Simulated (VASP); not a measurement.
# LuF (Pmmn) in VASP: single point with PBE

Aim: the single point of LuF with PBE.

Everything below comes from runs of VASP 6.6.1. Logs are shortened: lines on timing, memory, paths and dates and some standing lists are left out, and cuts for length are marked.

### 1 The cell of the first run

Symmetry: Pmmn, No. 59, orthorhombic system. The conventional cell has a = 3.670 Å, b = 5.113 Å, c = 7.886 Å, α = 90.00°, β = 90.00°, γ = 90.00°. Within 3.0 Å of Lu (site symmetry mm2) lie 6 F at 2.27 to 2.58 Å. Within 3.7 Å of Lu (site symmetry mm2) lie 2 F at 2.56 Å and 11 Lu at 3.41 to 3.67 Å. Within 3.0 Å of F (site symmetry m) lie 4 Lu at 2.27 to 2.58 Å and 4 F at 2.54 to 2.61 Å.

The cell was generated, and may not be a known phase.

### 2 Single point, PBE

The input, INCAR:

```
SYSTEM = LuF
ALGO     = Normal         ! electronic algorithm
EDIFF    = 1E-6           ! SCF threshold, eV
ENCUT    = 520            ! plane-wave cutoff, eV
GGA      = PE             ! functional
ISIF     = 2              ! what is computed and relaxed
ISMEAR   = 0              ! smearing method
LASPH    = .True.         ! aspherical terms in the spheres
LCHARG   = .True.         ! write CHGCAR
LELF     = .True.         ! ELF
LREAL    = .False.        ! projectors in reciprocal space
LVHAR    = .True.       
LWAVE    = .False.        ! write WAVECAR
NBANDS   = 74             ! bands
NELM     = 80             ! most SCF steps
PREC     = Accurate       ! precision mode
SIGMA    = 0.2            ! smearing width, eV
```

The input, KPOINTS:

```
k-points
0
Gamma
  4 4 3
  0 0 0
```

The input, POSCAR:

```
LuF
1.0
    3.6701124129      0.0000000000      0.0000000000
    0.0000000000      5.1131839493      0.0000000000
    0.0000000000      0.0000000000      7.8860731936
Lu F
4 4
Direct
    0.0000000000      0.0000000000     -0.1674926099
    0.5000000000      0.5000000000      1.1674926099
    0.0000000000      0.0000000000      0.3997671368
    0.5000000000      0.5000000000      0.6002328632
    0.0000000000      0.2487306387      0.1177997002
    0.0000000000      0.7512693613      0.1177997002
    0.5000000000      0.7487306387      0.8822002998
    0.5000000000      0.2512693613      0.8822002998
```

Potentials or basis: VASP PAW PBE potentials, release 64 (Lu, F).

Launch:

```sh
$ cat potpaw_PBE.64/Lu/POTCAR potpaw_PBE.64/F/POTCAR > POTCAR
$ mpirun -np 1 vasp_std > vasp.out
```

OUTCAR:

```text
SYSTEM = LuF
   EDIFF = 1E-6
   ENCUT = 520
   GGA = PE
   ISIF = 2
   ISMEAR = 0
   LASPH = .True.
   LREAL = .False.
   NELM = 80
   PREC = Accurate

 ion  position               nearest neighbor table
   1  0.000  0.000  0.833-   7 2.27   8 2.27   7 2.27   8 2.27   5 2.58   6 2.58   3 3.41   4 3.64
                             4 3.64   4 3.64   4 3.64
   2  0.500  0.500  0.167-   5 2.27   6 2.27   5 2.27   6 2.27   7 2.58   8 2.58   4 3.41   3 3.64
                             3 3.64   3 3.64   3 3.64
   3  0.000  0.000  0.400-   5 2.56   6 2.56   1 3.41   4 3.52   4 3.52   4 3.52   4 3.52   2 3.64
                             2 3.64   2 3.64   2 3.64
   4  0.500  0.500  0.600-   7 2.56   8 2.56   2 3.41   3 3.52   3 3.52   3 3.52   3 3.52   1 3.64
                             1 3.64   1 3.64   1 3.64
   5  0.000  0.249  0.118-   2 2.27   2 2.27   3 2.56   1 2.58
   6  0.000  0.751  0.118-   2 2.27   2 2.27   3 2.56   1 2.58
   7  0.500  0.749  0.882-   1 2.27   1 2.27   4 2.56   2 2.58
   8  0.500  0.251  0.882-   1 2.27   1 2.27   4 2.56   2 2.58

  LATTYP: Found a simple orthorhombic cell.
 ALAT       =     3.6701124129
 B/A-ratio  =     1.3931954594
 C/A-ratio  =     2.1487279697

  Lattice vectors:

 A1 = (   3.6701124129,   0.0000000000,   0.0000000000)
 A2 = (   0.0000000000,   5.1131839493,   0.0000000000)
 A3 = (   0.0000000000,   0.0000000000,   7.8860731936)

Analysis of symmetry for initial positions (statically):
=====================================================================
 Subroutine PRICEL returns:
 Original cell was already a primitive cell.

 Routine SETGRP: Setting up the symmetry group for a
 simple orthorhombic supercell.

 Subroutine GETGRP returns: Found  8 space group operations
 (whereof  4 operations were pure point group operations)
 out of a pool of  8 trial point group operations.

The static configuration has the point symmetry C_2v.
 The point group associated with its full space group is D_2h.

Analysis of symmetry for dynamics (positions and initial velocities):
=====================================================================
 Subroutine PRICEL returns:
 Original cell was already a primitive cell.

 Routine SETGRP: Setting up the symmetry group for a
 simple orthorhombic supercell.

 Subroutine GETGRP returns: Found  8 space group operations
 (whereof  4 operations were pure point group operations)
 out of a pool of  8 trial point group operations.
[... 111 lines left out ...]
   IBRION =     -1    ionic relax: 0-MD 1-quasi-New 2-CG
   NFREE  =      0    steps in history (QN), initial steepest desc. (CG)
   ISIF   =      2    stress and relaxation
   ISYM   =      2    0-nonsym 1-usesym 2-fastsym
   POTIM  = 0.5000    time-step for ionic-motion
   TEBEG  =    0.0;   TEEND  =   0.0 temperature during run
   PSTRESS=    0.0 pullay stress
   NELECT =     128.0000    total number of electrons
   NUPDOWN=      -1.0000    fix difference up-down
   EMIN   =  10.00;   EMAX   =-10.00  energy-range for DOS
   EFERMI =   0.00;   METHOD = LEGACY
   ISMEAR =     0;   SIGMA  =   0.20  broadening in eV -4-tet -1-fermi 0-gaus
   EFERMI_NEDOS =   21; number of points for ismear=-14 and -15
   IALGO  =     38    algorithm
   IMIX   =      4    mixing-type and parameters
     AMIX     =   0.40;   BMIX     =  1.00
     AMIX_MAG =   1.60;   BMIX_MAG =  1.00
  volume/ion in A,a.u.               =      18.50       124.84
  Fermi-wavevector in a.u.,A,eV,Ry     =   1.559795  2.947586 33.102452  2.432962
  Thomas-Fermi vector in A             =   2.663101
   LORBIT       =      0    0 simple, 1 ext, 2 COOP (PROOUT), +10 PAW based schemes
   GGA     = PE    functional components
   LHFCALC =     F    Hartree Fock is set to
   AEXX    =    0.0000 exact exchange contribution
   IVDW    =     0    specifies the selected vdW correction
   LEPSILON=     F    determine dielectric tensor
   LRPA    =     F    only Hartree local field effects (RPA)
 non-spin polarized calculation
 Gauss-broadening in eV      SIGMA  =   0.20
  energy-cutoff  :      520.00
  volume of cell :      147.99
 maximum number of plane-waves:      3998
 NGX is ok and might be reduce to    28
   NGX = 13   NGY = 19   NGZ = 29

 number of electron     127.9999977 magnetization

 Free energy of the ion-electron system (eV)
  ---------------------------------------------------
  ext. energy  EPLUGINS =         0.00000000
  ---------------------------------------------------
  free energy    TOTEN  =       -45.20597228 eV

  energy without entropy =      -45.09794092  energy(sigma->0) =      -45.15195660

 E-fermi :   3.3227     XC(G=0): -10.6014

 val. band max:        3.3002917439   @ k =   0.5000   0.5000   0.0000
 cond. band min:       3.3368303183   @ k =   0.2500   0.2500   0.0000
 fundamental gap:      0.0365385744
 Fermi energy:         3.3227126501

 k-point     1 :       0.0000    0.0000    0.0000
  band No.  band energies     occupation
      1     -54.2087      2.00000
      2     -54.2063      2.00000
      3     -53.2229      2.00000
      4     -53.2086      2.00000
      5     -25.4611      2.00000
      6     -25.1931      2.00000
[... 1375 lines left out ...]
     73       7.0412      0.00000
     74       7.0567      0.00000

------------------------ aborting loop because EDIFF is reached ----------------------------------------

  FORCE on cell =-STRESS in cart. coord.  units (eV):
  Direction    XX          YY          ZZ          XY          YZ          ZX
  --------------------------------------------------------------------------------------
  -------------------------------------------------------------------------------------
  Total        0.1011329      0.0052737     -0.1191162      0.0000000      0.0000000      0.0000000
  in kB        1.0948924      0.0570947     -1.2895841      0.0000000      0.0000000      0.0000000
  external PRESSURE =      -0.0458657 kB  Pullay stress =       0.0000000 kB

 VOLUME and BASIS-vectors are now :
 -----------------------------------------------------------------------------
  energy-cutoff  :      520.00
  volume of cell :      147.99
      direct lattice vectors                 reciprocal lattice vectors
     3.670112413  0.000000000  0.000000000     0.272471218  0.000000000  0.000000000
     0.000000000  5.113183949  0.000000000     0.000000000  0.195572858  0.000000000
     0.000000000  0.000000000  7.886073194     0.000000000  0.000000000  0.126805823

 POSITION                                       TOTAL-FORCE (eV/Angst)
 -----------------------------------------------------------------------------------
      0.00000      0.00000      6.56521         0.000000      0.000000     -0.073609
      1.83506      2.55659      1.32086         0.000000      0.000000      0.073609
      0.00000      0.00000      3.15259         0.000000      0.000000     -0.016839
      1.83506      2.55659      4.73348         0.000000      0.000000      0.016839
      0.00000      1.27181      0.92898         0.000000     -0.017000     -0.029301
      0.00000      3.84138      0.92898         0.000000      0.017000     -0.029301
      1.83506      3.82840      6.95710         0.000000     -0.017000      0.029301
      1.83506      1.28479      6.95710         0.000000      0.017000      0.029301
 -----------------------------------------------------------------------------------
    total drift:                                0.000000      0.000000      0.000000

  FREE ENERGIE OF THE ION-ELECTRON SYSTEM (eV)
  ---------------------------------------------------
  free  energy   TOTEN  =       -45.2059722752 eV

  energy  without entropy=      -45.0979409184  energy(sigma->0) =      -45.15195660
```

OSZICAR:

```text
N       E                     dE             d eps       ncg     rms          rms(c)
DAV:   1     0.211529796548E+04    0.21153E+04   -0.38665E+04  3922   0.579E+03
DAV:   2     0.441421200565E+03   -0.16739E+04   -0.15932E+04  3576   0.139E+03
DAV:   3     0.199249234183E+02   -0.42150E+03   -0.40054E+03  3072   0.351E+02
DAV:   4    -0.435775483602E+02   -0.63502E+02   -0.62170E+02  3416   0.120E+02
DAV:   5    -0.480762057516E+02   -0.44987E+01   -0.44562E+01  4016   0.285E+01    0.146E+01
DAV:   6    -0.451307167667E+02    0.29455E+01   -0.15851E+01  4624   0.348E+01    0.620E+00
DAV:   7    -0.452271524568E+02   -0.96436E-01   -0.29819E+00  3656   0.771E+00    0.343E+00
DAV:   8    -0.452050380227E+02    0.22114E-01   -0.37285E-01  4168   0.936E+00    0.696E-01
DAV:   9    -0.452021840849E+02    0.28539E-02   -0.10692E-01  4160   0.366E+00    0.251E-01
DAV:  10    -0.452056787405E+02   -0.34947E-02   -0.31148E-02  4304   0.102E+00    0.279E-01
DAV:  11    -0.452058326486E+02   -0.15391E-03   -0.12100E-02  3720   0.156E+00    0.723E-02
DAV:  12    -0.452059081144E+02   -0.75466E-04   -0.18628E-03  3624   0.541E-01    0.346E-02
DAV:  13    -0.452059648045E+02   -0.56690E-04   -0.74586E-04  3568   0.138E-01    0.155E-02
DAV:  14    -0.452059704643E+02   -0.56598E-05   -0.37990E-05  4352   0.368E-02    0.872E-03
DAV:  15    -0.452059724873E+02   -0.20230E-05   -0.12604E-05  2944   0.342E-02    0.461E-03
DAV:  16    -0.452059722752E+02    0.21208E-06   -0.17972E-06  2174   0.167E-02
   1 F= -.45205972E+02 E0= -.45151957E+02  d E =-.108031E+00
```

stdout:

```text
POSCAR found type information on POSCAR LuF
 POSCAR found :  2 types and       8 ions
 scaLAPACK will be used
 LDA part: xc-table for (Slater+PW92), standard interpolation
 POSCAR, INCAR and KPOINTS ok, starting setup
 FFT: planning ... GRIDC
 FFT: planning ... GRID_SOFT
 FFT: planning ... GRID
 WAVECAR not read
 entering main loop
```

It took 7.1 min on 1 thread of Oxide Virtual Turin-like, shared host; peak memory 0.29 GiB.

Results:

```yaml
Free_energy: -45.2060 eV
Pressure: 0.0 GPa
Largest_force: 0.074 eV/Å
Band_gap_on_the_k_mesh: zero (bands 64 and 65 overlap by 0.91 eV)
```

Forces on the atoms (eV/Å):
```
Lu   0.000  0.000 -0.074
Lu   0.000  0.000  0.074
Lu   0.000  0.000 -0.017
Lu   0.000  0.000  0.017
F    0.000 -0.017 -0.029
F    0.000  0.017 -0.029
F    0.000 -0.017  0.029
F    0.000  0.017  0.029
```

Stress tensor (GPa, compression positive):
```
 0.11  0.00  0.00
 0.00  0.01  0.00
 0.00  0.00 -0.13
```

Caveat: the k points lie up to 0.43 Å⁻¹ apart, too coarse for converged energies and pressures of a metal; spin-orbit coupling is left out, which moves the levels of the heavy elements.

The gap in the log of VASP goes by the Fermi energy; the results here count the filled bands.